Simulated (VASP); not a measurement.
## Au: single point with PBE

System: Au, a slab with vacuum.

```
Au
1.0
     2.94010    0.00000    0.00000
     0.00000    2.94010    0.00000
     0.00000    0.00000   22.23690
Au
4
Direct
  0.25000 0.25000 0.36114
  0.75000 0.75000 0.45328
  0.25000 0.25000 0.54672
  0.75000 0.75000 0.63886
```

```json
{
 "Program": "VASP 6.6.1",
 "Task": "single point",
 "Functional": "PBE",
 "Potentials or basis": "VASP PAW PBE potentials, release 64 (Au)",
 "Cutoff": "520 eV",
 "k mesh": "12 × 12 × 1",
 "Occupations": "fermi-dirac, width 0.05 eV",
 "Spin": "non-collinear spin, zero start, spin-orbit coupling",
 "Starting moments": "[[0.0, 0.0, 0.0], [0.0, 0.0, 0.0], [0.0, 0.0, 0.0], [0.0, 0.0, 0.0]] μB"
}
```

```
Largest force                                         : 0.082 eV/Å
Net moment                                            : 0.00 μB per cell
Valence electrons inside the program's atomic spheres : Au 9.54, 9.59 (each value once)
```

Forces in eV/Å, atoms in the order of the input:
```
Au   0.000  0.000  0.082
Au   0.000  0.000 -0.019
Au   0.000  0.000  0.019
Au   0.000  0.000 -0.082
```

Moments on the atoms (μB; x, y, z):
```
Au  0.00 0.00 0.00
Au  0.00 0.00 0.00
Au  0.00 0.00 0.00
Au  0.00 0.00 0.00
```

It took 22 min on 1 thread of Oxide Virtual Turin-like Processor, with other jobs on the host, peak memory 0.91 GiB.
